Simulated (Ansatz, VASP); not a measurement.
## One calculation of MoS, two programs

Contents of INCAR:

```
ALGO = Normal
EDIFF = 1E-6
ENCUT = 520
GGA = PE
ISIF = 2
ISMEAR = 0
LASPH = T
LCHARG = T
LDAU = T
LDAUJ = 0 0
LDAUL = 2 -1
LDAUPRINT = 1
LDAUTYPE = 2
LDAUU = 4.38 0
LELF = T
LMAXMIX = 4
LREAL = F
LVHAR = T
LWAVE = F
NBANDS = 17
NELM = 150
PREC = Accurate
SIGMA = 0.1
```

File KPOINTS:

```
k-points
0
Gamma
  12 12 12
```

The input POSCAR:

```
MoS
1.0
    0.0000000000      2.9353731303      2.9353731303
    2.9353731303      0.0000000000      2.9353731303
    2.9353731303      2.9353731303      0.0000000000
Mo S
1 1
Direct
    0.0000000000      0.0000000000      0.0000000000
    0.2500000000      0.2500000000      0.2500000000
```

Input for Ansatz:

```yaml
crystal:
  lattice:
    - [0.0, 2.9353731314, 2.9353731314]
    - [2.9353731314, 0.0, 2.9353731314]
    - [2.9353731314, 2.9353731314, 0.0]
  atoms:
    - { symbol: Mo, position: [0.0, 0.0, 0.0] }
    - { symbol: S, position: [0.25, 0.25, 0.25] }
basis:
  ecutwfc: 420
kpoints:
  mp_grid: { grid: [12, 12, 12] }
hamiltonian:
  xc: pbe
  hubbard: { sites: [{ species: Mo, l: d, u_eff: 4.38 }] }
scf:
  occupations: { method: gaussian, width: 0.1 }
output:
  forces: true
  stress: true
  eigenvalues: true
```

Alike in both runs: task single point; functional PBE; k mesh 12 × 12 × 12; occupations gaussian, width 0.1 eV; no spin polarisation; Hubbard terms Mo d U = 4.38 eV.

|  | VASP | Ansatz |
| --- | --- | --- |
| version | VASP 6.6.1 | Ansatz 0.2.0 |
| potentials or method | VASP PAW PBE potentials, release 64 (Mo_sv, S), cutoff 520 eV | scalar-relativistic, plane waves, PAW |
| valence electrons in the cell | 20 | 20 |

Ansatz gave:

```
gap on the k mesh at the Fermi level (eV) : 1.13
least direct gap on the mesh (eV)         : 1.15
pressure (GPa)                            : -5.7
```

Estimate VASP's values.

gap on the k mesh at the Fermi level (eV): 0.16; least direct gap on the mesh (eV): 0.16; pressure (GPa): -7.0.

The programs project onto different local orbitals, so the same U acts differently, and such runs can settle in different states.
